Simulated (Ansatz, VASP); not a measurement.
**One calculation of InAsS4, two programs**

INCAR

```
  PREC = Accurate
  ENCUT = 600
  EDIFF = 1E-7
  ISMEAR = 0
  SIGMA = 0.1
  LREAL = F
  LASPH = T
  NELM = 100
  ALGO = Normal
  ISIF = 3
  LWAVE = F
  LCHARG = F
  GGA = PE
  IBRION = 2
  NSW = 100
  EDIFFG = -0.01
```

The input KPOINTS:

```
regular mesh
0
Gamma
  10 10 4
```

POSCAR

```
InAsS4
1.0
    3.7421249259      0.0000000000      0.0000000000
    0.0000000000      3.7421249259      0.0000000000
    0.0000000000      0.0000000000     10.1449940241
In As S
1 1 4
Direct
    0.0000000000      0.0000000000      0.0000000000
    0.5000000000      0.5000000000      0.5000000000
    0.0000000000      0.0000000000      0.6025277410
    0.5000000000      0.5000000000      0.1083098749
    0.5000000000      0.5000000000      0.8916901251
    0.0000000000      0.0000000000      0.3974722590
```

Input for Ansatz:

```yaml
crystal:
  lattice:
    - [3.7421249259, 0.0, 0.0]
    - [0.0, 3.7421249259, 0.0]
    - [0.0, 0.0, 10.1449940241]
  atoms:
    - { symbol: In, position: [0.0, 0.0, 0.0] }
    - { symbol: As, position: [0.5, 0.5, 0.5] }
    - { symbol: S, position: [0.0, 0.0, 0.602527741] }
    - { symbol: S, position: [0.5, 0.5, 0.1083098749] }
    - { symbol: S, position: [0.5, 0.5, 0.8916901251] }
    - { symbol: S, position: [0.0, 0.0, 0.397472259] }
basis:
  ecutwfc: 420
kpoints:
  mp_grid: { grid: [10, 10, 4] }
hamiltonian:
  xc: pbe
scf:
  occupations: { method: gaussian, width: 0.1 }
output:
  forces: true
  stress: true
  eigenvalues: true
relax:
  adjacent_minimum: "off"
  f_tol: 0.01
  max_steps: 80
  cell: { stress_tol: 0.05 }
```

Change from the starting cell: species swapped into the CeDyC4 type (P4/mmm, No. 123).

Alike in both runs: task relaxation of cell and atoms; functional PBE; k mesh 10 × 10 × 4; occupations gaussian, width 0.1 eV; no spin polarisation.

|  | VASP | Ansatz |
| --- | --- | --- |
| version | VASP 6.6.1 | Ansatz 0.2.0 |
| potentials or method | VASP PAW PBE potentials, release 64 (In_d, As, S), cutoff 600 eV | scalar-relativistic, plane waves, PAW |
| valence electrons in the cell | 42 | 52 |

VASP gave:

| Item | Value |
| --- | --- |
| gap on the k mesh at the Fermi level, each at its own relaxed structure (eV) | none |
| relaxed volume (Å³/atom) | 24.02 |
| relaxed length of the cell vector where the two differ most in proportion (Å) | 10.349 |

Problem. What did Ansatz give for the same quantities?

Solution. gap on the k mesh at the Fermi level, each at its own relaxed structure (eV): none; relaxed volume (Å³/atom): 23.92; relaxed length of the cell vector where the two differ most in proportion (Å): 10.300.

A gap of «none» marks a metal or a gap that the smearing closes. VASP's potentials hold 42 valence electrons a cell and Ansatz's 52, so a difference there can come from the potentials and not from the codes.
